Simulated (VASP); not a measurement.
**BPd4: relaxation of cell and atoms with PBE**

The system is BPd4.

```xyz
5
Lattice="-2.6516 2.6516 2.6516 2.6516 -2.6516 2.6516 2.6516 2.6516 -2.6516" Properties=species:S:1:pos:R:3 pbc="T T T"
B     0.0000    0.0000    0.0000
Pd    1.3258    1.3258   -1.3258
Pd    1.3258   -1.3258    1.3258
Pd   -1.3258    1.3258    1.3258
Pd    1.3258    1.3258    1.3258
```

```
Program                : VASP 6.6.1
Task                   : relaxation of cell and atoms
Functional             : PBE
Potentials or basis    : VASP PAW PBE potentials, release 64 (B, Pd)
Cutoff                 : 600 eV
k mesh                 : 10 × 10 × 10
Occupations            : gaussian, width 0.1 eV
Spin                   : no spin polarisation
Dipole correction      : no
Further INCAR settings : ALGO = Fast; EDIFF = 1e-06; IBRION = 2; EDIFFG = -0.01; NSW = 100; ISIF = 3
```

| Property | Result |
| --- | --- |
| Relaxed volume | 14.89 Å³/atom |
| Relaxed cell | a = 4.590 Å, b = 4.590 Å, c = 4.590 Å, α = 109.47°, β = 109.47°, γ = 109.47° |
| Space group after relaxing (to 0.05 Å) | Im-3m (No. 229) |
| Energy gained by relaxing | 0.0 meV/atom |
| Ionic steps | 3 |
| Pressure after relaxing | 0.0 GPa |

Final structure:
```yaml
crystal:
  lattice:
    - [-2.65005, 2.65005, 2.65005]
    - [2.65005, -2.65005, 2.65005]
    - [2.65005, 2.65005, -2.65005]
  atoms:
    - { symbol: B, position: [0.00000, 0.00000, 0.00000] }
    - { symbol: Pd, position: [0.00000, 0.00000, 0.50000] }
    - { symbol: Pd, position: [0.00000, 0.50000, 0.00000] }
    - { symbol: Pd, position: [0.50000, 0.00000, 0.00000] }
    - { symbol: Pd, position: [0.50000, 0.50000, 0.50000] }
```

Levels at points of the mesh, in eV from the Fermi level:
| k point | band 18 | band 19 | band 20 | band 21 | band 22 | band 23 | band 24 | band 25 |
| --- | --- | --- | --- | --- | --- | --- | --- | --- |
| (0.00, 0.00, 0.00) | -0.43 | -0.36 | -0.36 | -0.36 | 0.73 | 0.73 | 0.73 | 5.33 |
| (0.50, 0.00, 0.00) | -1.29 | -1.03 | -1.01 | -0.95 | -0.84 | 1.60 | 2.89 | 3.14 |
| (0.50, 0.50, 0.50) | -0.12 | -0.12 | 0.31 | 0.31 | 0.82 | 0.82 | 3.11 | 3.11 |

Wall time 3.4 min on 1 thread of Intel(R) Xeon(R) Platinum 8259CL CPU @ 2.50GHz (Skylake/Cascade Lake), on a shared host, peak memory 0.3 GiB.
